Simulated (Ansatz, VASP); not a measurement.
Two plane-wave programs on SnO2

```
Sn O
1.0
     3.23734    1.86908    4.29084
    -3.23734    1.86908    4.29084
     0.00000   -3.73816    4.29084
Sn O
4 8
Direct
  0.86478 0.86478 0.86478
  0.36479 0.36479 0.86479
  0.36479 0.86479 0.36479
  0.86479 0.36479 0.36479
  0.12119 0.62117 0.62117
  0.62117 0.12119 0.62117
  0.62117 0.62117 0.12119
  0.60840 0.60840 0.60840
  0.12119 0.12119 0.12119
  0.10839 0.10839 0.60840
  0.10839 0.60840 0.10839
  0.60840 0.10839 0.10839
```

Alike in both runs: task single point; functional PBE; dispersion D3(BJ); k mesh 6 × 6 × 6; occupations gaussian, width 0.05 eV; no spin polarisation.

|  | VASP | Ansatz |
| --- | --- | --- |
| version | VASP 6.6.1 | Ansatz 0.2.0 |
| potentials or method | VASP PAW PBE potentials, release 64 (Sn_d, O), cutoff 520 eV | scalar-relativistic, plane waves, PAW |
| valence electrons in the cell | 104 | 104 |

Ansatz gave:

| Property | Result |
| --- | --- |
| gap on the k mesh at the Fermi level (eV) | 1.57 |
| least direct gap on the mesh (eV) | 1.57 |
| pressure (GPa) | 0.0 |
| traceless stress, the component that is largest in VASP (GPa) | 0.00 |
| rms of the force components (eV/Å) | 0.000 |

**Question.** What did VASP give for the same quantities?

**Answer.** gap on the k mesh at the Fermi level (eV): 1.55; least direct gap on the mesh (eV): 1.55; pressure (GPa): 0.7; traceless stress, the component that is largest in VASP (GPa): -0.45; rms of the force components (eV/Å): 0.027.

Atom by atom the forces differ by 0.026 eV/Å (rms over components). Ansatz's warnings: near symmetry operation missed by atoms.
